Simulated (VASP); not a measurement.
Input of a VASP 6.6.1 run:

File INCAR:

```
SYSTEM = Re
PREC     = Accurate       ! precision mode
ENCUT    = 520            ! plane-wave cutoff, eV
EDIFF    = 1E-6           ! SCF threshold, eV
ISMEAR   = -1             ! smearing method
SIGMA    = 0.1            ! smearing width, eV
LREAL    = .FALSE.        ! projectors in reciprocal space
LASPH    = .TRUE.         ! aspherical terms in the spheres
NELM     = 100            ! most SCF steps
ALGO     = Normal         ! electronic algorithm
ISIF     = 2              ! what is computed and relaxed
LWAVE    = .FALSE.        ! write WAVECAR
LCHARG   = .FALSE.        ! write CHGCAR
NBANDS   = 14             ! bands
```

File KPOINTS:

```
regular mesh
0
G
  22 22 12
  0 0 0
```

POSCAR

```
Re
1.0
    2.6641036422      0.0000000000      0.0000000000
   -1.3320518211      2.3071814324      0.0000000000
    0.0000000000      0.0000000000      4.2909323696
Re
2
Direct
    0.3333333333      0.6666666667      0.2500000000
    0.6666666667      0.3333333333      0.7500000000
```

Potentials or basis: VASP PAW LDA potentials, release 64 (Re).

Launch:

```sh
$ cat potpaw_LDA.64/Re/POTCAR > POTCAR
$ mpirun -np 1 vasp_std > vasp.out
```

**Question.** Predict the pressure.

**Answer.** 43.6 GPa.

**Question.** Predict the band gap on the k mesh.

**Answer.** Zero (bands 7 and 8 overlap by 4.24 eV).

Stress tensor (GPa, compression positive):
```
43.49  0.00  0.00
 0.00 43.49  0.00
 0.00  0.00 43.80
```

Caveat: the cell stands under pressure; spin-orbit coupling is left out, which moves the levels of the heavy elements.
